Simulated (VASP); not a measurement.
Runs of VASP 6.6.1 on AlAsPd3. The structure is that of space group Pm-3m (No. 221), or close to it. The cells are those of the table. The cell was generated, and may not be a known phase.

```csv
task,cell,k mesh,cutoff (eV),gap on the mesh (eV),pressure (GPa)
relaxation of cell and atoms,"relaxed from a = 4.637 Å, 5 atoms",8 × 8 × 8,600,none,0.0
single point,"a = 4.346 Å, 5 atoms",4 × 4 × 4,520,none,31.3
relaxation of cell and atoms,"relaxed from a = 4.346 Å, 5 atoms",4 × 4 × 4,600,none,-0.2
single point,"a = 4.637 Å, 5 atoms",4 × 4 × 4,520,none,(a)
single point,"a = 4.635 Å, 5 atoms",8 × 8 × 8,520,none,0.1
```

Alike in all rows: level PBE; potentials or basis VASP PAW PBE potentials, release 64 (Al, As, Pd); no spin polarisation; smearing gaussian 0.1 eV.

Estimate the missing entries.

(a) 0.5.

Caveats: some runs use coarse meshes; the relaxation stopped at its first step, so nothing moved (at least some runs).

A k mesh can miss the band edges, and the runs leave out spin-orbit coupling on As, Pd.

A gap of «none» marks levels without a gap at the run's occupations.
